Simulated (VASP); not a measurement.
# Hg (C2/c) in VASP: single point with PBEsol

Aim: the single point of Hg with PBEsol.

All numbers are computed with VASP 6.6.1; they aren't measurements. Logs are shortened: lines on timing, memory, paths and dates and some standing lists are left out, and cuts for length are marked.

### Step 1. The cell of the first run

Symmetry: C2/c, No. 15, monoclinic system. The conventional cell has a = 3.031 Å, b = 8.189 Å, c = 4.122 Å, α = 90.00°, β = 104.43°, γ = 90.00°. Hg (site symmetry 2) has 10 Hg at 2.96 to 3.85 Å within 3.9 Å.

### Step 2. Single point, PBEsol

The input, INCAR:

```
PREC = Accurate ; ENCUT = 520
EDIFF = 1E-6 ; ISMEAR = -1
SIGMA = 0.1 ; LREAL = False
LASPH = True ; NELM = 80
ALGO = Normal ; ISIF = 2
LWAVE = False ; LCHARG = False
GGA = PS ; NBANDS = 19
ISYM = 0
```

The input, KPOINTS:

```
Automatic mesh
0
Gamma
  12 12 8
```

The input, POSCAR:

```
Hg
1.0
   -2.9611225773      2.8292385737      1.5125156434
    2.8292385737     -2.9611225773      1.5125156434
    2.9047256644      2.9047256644     -1.7540614375
Hg
2
Direct
    0.9955002506      0.0044997494      1.0000000000
    0.7544997494      0.2455002506      0.5000000000
```

Potentials or basis: VASP PAW PBE potentials, release 64 (Hg).

Command:

```console
> cat potpaw_PBE.64/Hg/POTCAR > POTCAR
> mpirun -np 1 vasp_std > vasp.out
```

OUTCAR:

```text
PREC = Accurate
   ENCUT = 520
   EDIFF = 1E-6
   ISMEAR = -1
   LREAL = False
   LASPH = True
   NELM = 80
   ISIF = 2
   GGA = PS
   ISYM = 0

 ion  position               nearest neighbor table
   1  0.996  0.004  0.000-   2 2.96   2 2.96   2 2.98   2 2.98   2 3.46   2 3.46   2 3.85   2 3.85

   2  0.754  0.246  0.500-   1 2.96   1 2.96   1 2.98   1 2.98   1 3.46   1 3.46   1 3.85   1 3.85

IMPORTANT INFORMATION: All symmetrisations will be switched off!
NOSYMM: (Re-)initialisation of all symmetry stuff for point group C_1.

----------------------------------------------------------------------------------------

                                     Primitive cell

  volume of cell :      49.5397

  direct lattice vectors                    reciprocal lattice vectors
    -2.961122577  2.829238574  1.512515643     0.016159710  0.188860510  0.339513476
     2.829238574 -2.961122577  1.512515643     0.188860510  0.016159710  0.339513476
     2.904725664  2.904725664 -1.754061438     0.176787588  0.176787588  0.015415017

  length of vectors
     4.365837995  4.365837995  4.466720710     0.388842936  0.388842936  0.250490170

  position of ions in fractional coordinates (direct lattice)
     0.995500251  0.004499749  1.000000000
     0.754499749  0.245500251  0.500000000

  ion indices of the primitive-cell ions
   primitive index   ion index
                 1           1
                 2           2

----------------------------------------------------------------------------------------

 KPOINTS: Automatic mesh

Automatic generation of k-mesh.
 Grid dimensions read from file:
 generate k-points for:   12   12    8

 Generating k-lattice:

  Cartesian coordinates                     Fractional coordinates (reciprocal lattice)
     0.001346643  0.015738376  0.028292790     0.083333333  0.000000000 -0.000000000
     0.015738376  0.001346643  0.028292790     0.000000000  0.083333333 -0.000000000
     0.022098448  0.022098448  0.001926877    -0.000000000 -0.000000000  0.125000000

  Length of vectors
     0.032403578  0.032403578  0.031311271

  Shift w.r.t. Gamma in fractional coordinates (k-lattice)
     0.000000000  0.000000000  0.000000000

 Subroutine IBZKPT returns following result:
 ===========================================

 Found    580 irreducible k-points:

 Following reciprocal coordinates:
            Coordinates               Weight
  0.000000  0.000000  0.000000      1.000000
  0.083333 -0.000000  0.000000      2.000000
  0.000000 -0.083333 -0.000000      2.000000
  0.166667 -0.000000  0.000000      2.000000
  0.000000 -0.166667 -0.000000      2.000000
  0.250000  0.000000  0.000000      2.000000
[... 16 lines left out ...]
  0.500000  0.083333  0.000000      2.000000
 -0.083333  0.500000  0.000000      2.000000
 [... further k-points ...]
   k-points           NKPTS =    580   k-points in BZ     NKDIM =    580   number of bands    NBANDS=     19
   number of dos      NEDOS =    301   number of ions     NIONS =      2
   total plane-waves  NPLWV =  36864
   dimension x,y,z NGX =    32 NGY =   32 NGZ =   36
   dimension x,y,z NGXF=    64 NGYF=   64 NGZF=   72
   ions per type =               2
   NGX,Y,Z   is equivalent  to a cutoff of  12.19, 12.19, 13.40 a.u.
   NGXF,Y,Z  is equivalent  to a cutoff of  24.37, 24.37, 26.80 a.u.
 SYSTEM =  unknown system
   PREC   = accura    normal or accurate (medium, high low for compatibility)
   ISTART =      0    job   : 0-new  1-cont  2-samecut
   ICHARG =      2    charge: 1-file 2-atom 10-const
   ISPIN  =      1    spin polarized calculation?
   LNONCOLLINEAR =      F non collinear calculations
   LSORBIT =      F    spin-orbit coupling
   LASPH  =      T    aspherical Exc in radial PAW
   ENCUT  =  520.0 eV  38.22 Ry    6.18 a.u.   8.12  8.12  8.31*2*pi/ulx,y,z
   NELM   =     80;   NELMIN=  2; NELMDL= -5     # of ELM steps
   EDIFF  = 0.1E-05   stopping-criterion for ELM
   LREAL  =      F    real-space projection
   EDIFFG = 0.1E-04   stopping-criterion for IOM
   NSW    =      0    number of steps for IOM
   IBRION =     -1    ionic relax: 0-MD 1-quasi-New 2-CG
   NFREE  =      0    steps in history (QN), initial steepest desc. (CG)
   ISIF   =      2    stress and relaxation
   ISYM   =      0    0-nonsym 1-usesym 2-fastsym
   POTIM  = 0.5000    time-step for ionic-motion
   TEBEG  =    0.0;   TEEND  =   0.0 temperature during run
   PSTRESS=    0.0 pullay stress
   NELECT =      24.0000    total number of electrons
   NUPDOWN=      -1.0000    fix difference up-down
   EMIN   =  10.00;   EMAX   =-10.00  energy-range for DOS
   EFERMI =   0.00;   METHOD = LEGACY
   ISMEAR =    -1;   SIGMA  =   0.10  broadening in eV -4-tet -1-fermi 0-gaus
   EFERMI_NEDOS =   21; number of points for ismear=-14 and -15
   IALGO  =     38    algorithm
   IMIX   =      4    mixing-type and parameters
     AMIX     =   0.40;   BMIX     =  1.00
     AMIX_MAG =   1.60;   BMIX_MAG =  1.00
  volume/ion in A,a.u.               =      24.77       167.16
  Fermi-wavevector in a.u.,A,eV,Ry     =   1.285762  2.429738 22.492940  1.653184
  Thomas-Fermi vector in A             =   2.417877
   LORBIT       =      0    0 simple, 1 ext, 2 COOP (PROOUT), +10 PAW based schemes
   GGA     = PS    functional components
   LHFCALC =     F    Hartree Fock is set to
   AEXX    =    0.0000 exact exchange contribution
   IVDW    =     0    specifies the selected vdW correction
   LEPSILON=     F    determine dielectric tensor
   LRPA    =     F    only Hartree local field effects (RPA)
 non-spin polarized calculation
  energy-cutoff  :      520.00
  volume of cell :       49.54
 maximum number of plane-waves:      1347
   NGX = 17   NGY = 17   NGZ = 17

 number of electron      24.0000000 magnetization

 Free energy of the ion-electron system (eV)
  ---------------------------------------------------
  ext. energy  EPLUGINS =         0.00000000
  ---------------------------------------------------
  free energy    TOTEN  =        -1.12526924 eV

  energy without entropy =       -1.10632448  energy(sigma->0) =       -1.11579686

 E-fermi :   2.2928     XC(G=0): -10.7361

 val. band max:        2.2907625517   @ k =  -0.1667  -0.4167   0.2500
 cond. band min:       2.2989683392   @ k =  -0.2500   0.3333   0.3750
 fundamental gap:      0.0082057875
 Fermi energy:         2.2928164815

 k-point     1 :       0.0000    0.0000    0.0000
  band No.  band energies     occupation
      1      -6.6411      2.00000
      2      -5.6941      2.00000
      3      -5.6127      2.00000
      4      -5.5087      2.00000
      5      -5.3233      2.00000
      6      -4.0619      2.00000
[... 11 lines left out ...]
     18      15.5855      0.00000
     19      15.9527      0.00000

 k-point     2 :       0.0833   -0.0000    0.0000
  band No.  band energies     occupation
      1      -6.4557      2.00000
      2      -5.6889      2.00000
      3      -5.5597      2.00000
      4      -5.3658      2.00000
      5      -5.2466      2.00000
      6      -4.2323      2.00000
[... 11 lines left out ...]
     18      14.2031      0.00000
     19      14.8345      0.00000

 k-point     3 :       0.0000   -0.0833   -0.0000
  band No.  band energies     occupation
      1      -6.4557      2.00000
      2      -5.6889      2.00000
      3      -5.5597      2.00000
      4      -5.3658      2.00000
      5      -5.2466      2.00000
      6      -4.2323      2.00000
[... 11 lines left out ...]
     18      14.2031      0.00000
     19      14.8345      0.00000

 k-point     4 :       0.1667   -0.0000    0.0000
  band No.  band energies     occupation
      1      -5.9660      2.00000
      2      -5.6166      2.00000
      3      -5.4159      2.00000
      4      -5.0478      2.00000
      5      -4.9958      2.00000
      6      -4.4555      2.00000
[... 11 lines left out ...]
     18      12.5656      0.00000
     19      14.0268      0.00000

 k-point     5 :       0.0000   -0.1667   -0.0000
  band No.  band energies     occupation
      1      -5.9660      2.00000
      2      -5.6166      2.00000
      3      -5.4159      2.00000
      4      -5.0478      2.00000
      5      -4.9958      2.00000
      6      -4.4555      2.00000
[... 11 lines left out ...]
     18      12.5656      0.00000
     19      14.0268      0.00000

 k-point     6 :       0.2500    0.0000    0.0000
  band No.  band energies     occupation
      1      -5.5770      2.00000
      2      -5.4624      2.00000
      3      -5.2414      2.00000
      4      -4.7483      2.00000
      5      -4.6734      2.00000
      6      -4.6305      2.00000
[... 11 lines left out ...]
     18      12.1243      0.00000
     19      12.7852      0.00000

 k-point     7 :       0.0000   -0.2500    0.0000
  band No.  band energies     occupation
      1      -5.5770      2.00000
      2      -5.4624      2.00000
      3      -5.2414      2.00000
      4      -4.7483      2.00000
      5      -4.6734      2.00000
      6      -4.6305      2.00000
[... 11 lines left out ...]
     18      12.1243      0.00000
     19      12.7852      0.00000

 k-point     8 :       0.3333   -0.0000    0.0000
  band No.  band energies     occupation
      1      -5.4988      2.00000
      2      -5.4031      2.00000
      3      -5.2272      2.00000
      4      -4.8586      2.00000
      5      -4.7338      2.00000
      6      -4.3643      2.00000
[... 256 lines left out ...]
 k-point    20 :      -0.0833   -0.3333   -0.0000
  band No.  band energies     occupation
      1      -5.5768      2.00000
      2      -5.4547      2.00000
      3      -5.1947      2.00000
      4      -4.9742      2.00000
      5      -4.6502      2.00000
      6      -4.4541      2.00000
[... 11 lines left out ...]
     18      11.9003      0.00000
     19      13.1010      0.00000

 k-point    21 :       0.4167    0.0833    0.0000
  band No.  band energies     occupation
      1      -5.5595      2.00000
      2      -5.4879      2.00000
      3      -5.1742      2.00000
      4      -5.1661      2.00000
      5      -4.5352      2.00000
      6      -4.4760      2.00000
[... 11 lines left out ...]
     18      12.6068      0.00000
     19      14.2232      0.00000

 k-point    22 :      -0.0833   -0.4167   -0.0000
  band No.  band energies     occupation
      1      -5.5595      2.00000
      2      -5.4879      2.00000
      3      -5.1742      2.00000
      4      -5.1661      2.00000
      5      -4.5352      2.00000
      6      -4.4760      2.00000
[... 11 lines left out ...]
     18      12.6068      0.00000
     19      14.2232      0.00000

 k-point    23 :       0.5000    0.0833    0.0000
  band No.  band energies     occupation
      1      -5.4900      2.00000
      2      -5.4557      2.00000
      3      -5.2191      2.00000
      4      -5.1331      2.00000
      5      -4.5479      2.00000
      6      -4.4687      2.00000
[... 11 lines left out ...]
     18      12.7470      0.00000
     19      14.8098      0.00000

 k-point    24 :      -0.0833    0.5000    0.0000
  band No.  band energies     occupation
      1      -5.4900      2.00000
      2      -5.4557      2.00000
      3      -5.2191      2.00000
      4      -5.1331      2.00000
      5      -4.5479      2.00000
      6      -4.4687      2.00000
[... 11 lines left out ...]
     18      12.7470      0.00000
     19      14.8098      0.00000

 [... further k-points ...]
[... 5 lines left out ...]
  --------------------------------------------------------------------------------------
  -------------------------------------------------------------------------------------
  Total        0.1162237      0.1162232      0.1181970     -0.0019756     -0.0052159     -0.0052159
  in kB        3.7588200      3.7588031      3.8226398     -0.0638939     -0.1686893     -0.1686874
  external PRESSURE =       3.7800876 kB  Pullay stress =       0.0000000 kB

 VOLUME and BASIS-vectors are now :
 -----------------------------------------------------------------------------
  energy-cutoff  :      520.00
  volume of cell :       49.54
      direct lattice vectors                 reciprocal lattice vectors
    -2.961122577  2.829238574  1.512515643     0.016159710  0.188860510  0.339513476
     2.829238574 -2.961122577  1.512515643     0.188860510  0.016159710  0.339513476
     2.904725664  2.904725664 -1.754061438     0.176787588  0.176787588  0.015415017

 POSITION                                       TOTAL-FORCE (eV/Angst)
 -----------------------------------------------------------------------------------
     -2.93507      2.80318      1.51252         0.001860     -0.001860     -0.000000
     -0.08722      2.86007      0.63548        -0.001860      0.001860      0.000000
 -----------------------------------------------------------------------------------
    total drift:                               -0.000000      0.000000      0.000000

  FREE ENERGIE OF THE ION-ELECTRON SYSTEM (eV)
  ---------------------------------------------------
  free  energy   TOTEN  =        -1.1252692392 eV

  energy  without entropy=       -1.1063244757  energy(sigma->0) =       -1.11579686
```

Wall time 5.2 min (1 thread of Intel Xeon Platinum 8488C (Sapphire Rapids), shared host); peak memory 0.53 GiB.

What came out:

```
Free energy            : -1.1253 eV
Pressure               : 0.4 GPa
Band gap on the k mesh : zero (bands 12 and 13 overlap by 4.35 eV)
```

Forces on the atoms (eV/Å):
```
Hg   0.002 -0.002  0.000
Hg  -0.002  0.002  0.000
```

Levels at points of the mesh, in eV from the Fermi level:
| k point | band 9 | band 10 | band 11 | band 12 | band 13 | band 14 | band 15 | band 16 |
| --- | --- | --- | --- | --- | --- | --- | --- | --- |
| (0.00, 0.00, 0.00) | -6.27 | -5.90 | -5.41 | 1.52 | 1.53 | 1.95 | 7.88 | 11.22 |
| (0.50, 0.00, 0.00) | -5.80 | -5.66 | -1.55 | -1.47 | 1.82 | 2.13 | 3.47 | 6.71 |
| (0.00, 0.50, 0.00) | -5.80 | -5.66 | -1.55 | -1.47 | 1.82 | 2.13 | 3.47 | 6.71 |
| (0.50, 0.50, 0.00) | -6.22 | -5.94 | -5.58 | -5.54 | 5.65 | 6.09 | 6.51 | 6.65 |
| (0.00, 0.00, 0.50) | -6.00 | -6.00 | -5.45 | -5.45 | 5.54 | 5.54 | 6.17 | 6.17 |
| (0.50, 0.00, 0.50) | -5.93 | -5.67 | -2.30 | -2.08 | 2.15 | 3.04 | 4.34 | 8.14 |
| (0.00, 0.50, 0.50) | -5.93 | -5.67 | -2.30 | -2.08 | 2.15 | 3.04 | 4.34 | 8.14 |
| (0.50, 0.50, 0.50) | -6.24 | -6.24 | -2.58 | -2.58 | -1.95 | -1.95 | 11.36 | 11.36 |

Caveat: the PAW data sets were made with another functional, which shifts forces and pressure a little; spin-orbit coupling is left out, which moves the levels of the heavy elements.
